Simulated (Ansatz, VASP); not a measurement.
**Two plane-wave programs on Fe**

```xyz
1
Lattice="-1.4147 1.4147 1.4147 1.4147 -1.4147 1.4147 1.4147 1.4147 -1.4147" Properties=species:S:1:pos:R:3 pbc="T T T"
Fe    0.0000    0.0000    0.0000
```

Alike in both runs: task single point; functional r2SCAN; k mesh 22 × 22 × 22; occupations gaussian, width 0.05 eV; collinear spin.

|  | VASP | Ansatz |
| --- | --- | --- |
| version | VASP 6.6.1 | Ansatz 0.2.0 |
| potentials or method | VASP PAW PBE potentials, release 64 (Fe), cutoff 520 eV | scalar-relativistic, plane waves, PAW |
| valence electrons in the cell | 8 | 16 |

```csv
,VASP,Ansatz,Ansatz less VASP
gap on the k mesh at the Fermi level (eV),none,none,-
pressure (GPa),7.2,7.4,+0.20
net moment per atom (μB),2.61,2.60,-0.005
size of the moment on the site where the two differ most (μB),2.67,2.75,+0.086
```

VASP's potentials were made for PBE, not for r2SCAN. Site moments also hang on the region over which each program counts them. A gap of «none» marks a metal or a gap that the smearing closes. VASP's potentials hold 8 valence electrons a cell and Ansatz's 16, so a difference there can come from the potentials and not from the codes. Ansatz's warnings: stability check not made.
